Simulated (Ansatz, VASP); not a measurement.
# InSe in VASP and in Ansatz

Contents of INCAR:

```
SYSTEM = InSe
ALGO = Normal
EDIFF = 1E-6
ENCUT = 520
GGA = CA
ISIF = 2
ISMEAR = 0
LASPH = .True.
LCHARG = .False.
LREAL = .False.
LWAVE = .False.
NBANDS = 27
NELM = 100
PREC = Accurate
SIGMA = 0.02
```

File KPOINTS:

```
k-points
0
Gamma
  8 8 8
  0 0 0
```

File POSCAR:

```
InSe
1.0
    2.0000000000      1.1547005384      8.4400000000
   -2.0000000000      1.1547005384      8.4400000000
    0.0000000000     -2.3094010768      8.4400000000
In Se
2 2
Direct
    0.8886000000      0.8886000000      0.8886000000
    0.0000000000      0.0000000000      0.0000000000
    0.1715050553      0.1715050553      0.1715050553
    0.3835000000      0.3835000000      0.3835000000
```

Input for Ansatz:

```yaml
crystal:
  lattice:
    - [2.0, 1.1547005384, 8.44]
    - [-2.0, 1.1547005384, 8.44]
    - [0.0, -2.3094010768, 8.44]
  atoms:
    - { symbol: In, position: [0.8886, 0.8886, 0.8886] }
    - { symbol: In, position: [0.0, 0.0, 0.0] }
    - { symbol: Se, position: [0.1715050553, 0.1715050553, 0.1715050553] }
    - { symbol: Se, position: [0.3835, 0.3835, 0.3835] }
hamiltonian:
  xc: lda
kpoints:
  mp_grid: { grid: [8, 8, 8] }
scf:
  occupations: { method: gaussian, width: 0.02 }
  convergence: { dr2_threshold: 1.0e-11 }
basis:
  ecutwfc: 600
output:
  forces: true
```

Alike in both runs: task single point; functional LDA; k mesh 8 × 8 × 8; occupations gaussian, width 0.02 eV; no spin polarisation.

|  | VASP | Ansatz |
| --- | --- | --- |
| version | VASP 6.6.1 | Ansatz 0.2.0 |
| potentials or method | VASP PAW LDA potentials, release 64 (In_d, Se), cutoff 520 eV | scalar-relativistic, plane waves, PAW |
| valence electrons in the cell | 38 | 58 |

|  | VASP | Ansatz | Ansatz less VASP |
| --- | --- | --- | --- |
| rms of the force components (eV/Å) | 0.093 | 0.092 | -0.0014 |

LDA's correlation is that of Perdew and Zunger in VASP and of Perdew and Wang (1992) in Ansatz. Atom by atom the forces differ by 0.013 eV/Å (rms over components). VASP's potentials hold 38 valence electrons a cell and Ansatz's 58, so a difference there can come from the potentials and not from the codes.
